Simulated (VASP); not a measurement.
Input of a VASP 6.6.1 run:

File INCAR:

```
SYSTEM = Ge
PREC = Accurate
ENCUT = 520
EDIFF = 1E-6
ISMEAR = 0
SIGMA = 0.1
LREAL = .False.
LASPH = .True.
NELM = 100
ALGO = Normal
ISIF = 2
LWAVE = .False.
LCHARG = .False.
GGA = PE
NBANDS = 13
```

KPOINTS

```
Automatic mesh
0
Gamma
  8 8 8
  0 0 0
```

POSCAR

```
Ge
1.0
   -1.5940829466      1.5720288448      1.9286513015
    1.5940829466     -1.5720288448      1.9286513015
    1.5940829466      1.5720288448     -1.9286513015
Ge
1
Direct
    0.0000000000      0.5000000000      0.5000000000
```

Potentials or basis: VASP PAW PBE potentials, release 64 (Ge_d).

The run is started by

```console
$ cat potpaw_PBE.64/Ge_d/POTCAR > POTCAR
$ mpirun -np 1 vasp_std > vasp.out
```

Problem. What does it give for the pressure?

Solution. -0.2 GPa.

Problem. What does it give for the band gap on the k mesh?

Solution. Zero (bands 7 and 8 overlap by 10.72 eV).

Stress tensor (GPa, compression positive):
```
-0.16  0.00  0.00
 0.00 -0.15  0.00
 0.00  0.00 -0.34
```
